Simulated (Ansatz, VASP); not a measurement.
## One calculation of Ti, two programs

```
Ti
1.0
     2.71400    0.00000    0.00000
    -1.35700    2.35039    0.00000
     0.00000    0.00000    4.49856
Ti
2
Direct
  0.33333 0.66667 0.25000
  0.66667 0.33333 0.75000
```

Change from the starting cell: strain -0.080 along x and y, -0.040 along z, atoms carried along.

Alike in both runs: task single point; functional PBE; k mesh 18 × 18 × 10; occupations gaussian, width 0.15 eV; no spin polarisation.

|  | VASP | Ansatz |
| --- | --- | --- |
| version | VASP 6.6.1 | Ansatz 0.2.0 |
| potentials or method | VASP PAW PBE potentials, release 64 (Ti_sv), cutoff 520 eV | scalar-relativistic, plane waves, PAW |
| valence electrons in the cell | 24 | 24 |

Ansatz gave:

| Item | Value |
| --- | --- |
| gap on the k mesh at the Fermi level (eV) | none |
| pressure (GPa) | 29.8 |
| traceless stress, the component that is largest in VASP (GPa) | -3.60 |

**Question.** What did VASP give for the same quantities?

**Answer.** gap on the k mesh at the Fermi level (eV): none; pressure (GPa): 29.0; traceless stress, the component that is largest in VASP (GPa): -3.61.

A gap of «none» marks a metal or a gap that the smearing closes. Both programs put the cell under a high pressure, so it lies far from rest at this level. With one functional, cell and mesh, what is left measures potentials, basis and numerics.
